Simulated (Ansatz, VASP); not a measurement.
# InAgS in VASP and in Ansatz

Contents of INCAR:

```
SYSTEM = InAgS
PREC     = Accurate       ! precision mode
ENCUT    = 600            ! plane-wave cutoff, eV
EDIFF    = 1E-6           ! SCF threshold, eV
ISMEAR   = 0              ! smearing method
SIGMA    = 0.1            ! smearing width, eV
LREAL    = .FALSE.        ! projectors in reciprocal space
LASPH    = .TRUE.         ! aspherical terms in the spheres
NELM     = 60             ! most SCF steps
ALGO     = Normal         ! electronic algorithm
ISIF     = 3              ! what is computed and relaxed
LWAVE    = .FALSE.        ! write WAVECAR
LCHARG   = .FALSE.        ! write CHGCAR
GGA      = PE             ! functional
IBRION   = 2              ! ionic algorithm
NSW      = 90             ! ionic steps
EDIFFG   = -0.04          ! ionic threshold
```

Contents of KPOINTS:

```
regular mesh
0
G
  4 4 4
  0 0 0
```

The input POSCAR:

```
InAgS
1.0
    4.2991035300      0.0000000000      0.0000000000
    0.0000000000      4.2991035300      0.0000000000
    0.0000000000      0.0000000000      4.1109438300
In Ag S
1 1 1
Direct
    0.0000000000      0.0000000000      0.0000000000
    0.5000000000      0.5000000000      0.5000000000
    0.5000000000      0.5000000000      0.0000000000
```

Input for Ansatz:

```yaml
crystal:
  lattice:
    - [4.29910353, 0.0, 0.0]
    - [0.0, 4.29910353, 0.0]
    - [0.0, 0.0, 4.11094383]
  atoms:
    - { symbol: In, position: [0.0, 0.0, 0.0] }
    - { symbol: Ag, position: [0.5, 0.5, 0.5] }
    - { symbol: S, position: [0.5, 0.5, 0.0] }
basis:
  ecutwfc: 420
kpoints:
  mp_grid: { grid: [4, 4, 4] }
hamiltonian:
  xc: pbe
scf:
  occupations: { method: gaussian, width: 0.1 }
  lower_state_search: "off"
output:
  forces: true
  stress: true
  eigenvalues: true
relax:
  adjacent_minimum: "off"
  f_tol: 0.04
  max_steps: 70
  cell: { stress_tol: 0.4 }
```

Alike in both runs: task relaxation of cell and atoms; functional PBE; k mesh 4 × 4 × 4; occupations gaussian, width 0.1 eV; no spin polarisation.

|  | VASP | Ansatz |
| --- | --- | --- |
| version | VASP 6.6.1 | Ansatz 0.2.0 |
| potentials or method | VASP PAW PBE potentials, release 64 (In_d, Ag, S), cutoff 600 eV | scalar-relativistic, plane waves, PAW |
| valence electrons in the cell | 30 | 38 |

Ansatz gave:

```
gap on the k mesh at the Fermi level, each at its own relaxed structure (eV) : none
relaxed volume (Å³/atom)                                                     : 29.04
relaxed cell length with the largest relative difference (Å)                 : 4.307
```

**Question.** Estimate VASP's values.

**Answer.** gap on the k mesh at the Fermi level, each at its own relaxed structure (eV): none; relaxed volume (Å³/atom): 29.26; relaxed cell length with the largest relative difference (Å): 4.324.

A gap of «none» marks a metal or a gap that the smearing closes. VASP's potentials hold 30 valence electrons a cell and Ansatz's 38, so a difference there can come from the potentials and not from the codes.

The k mesh is coarse, so the values compare programs but aren't converged. Noted on VASP's run: the volume moved by over 15 % at a fixed basis, so the end points are rough.
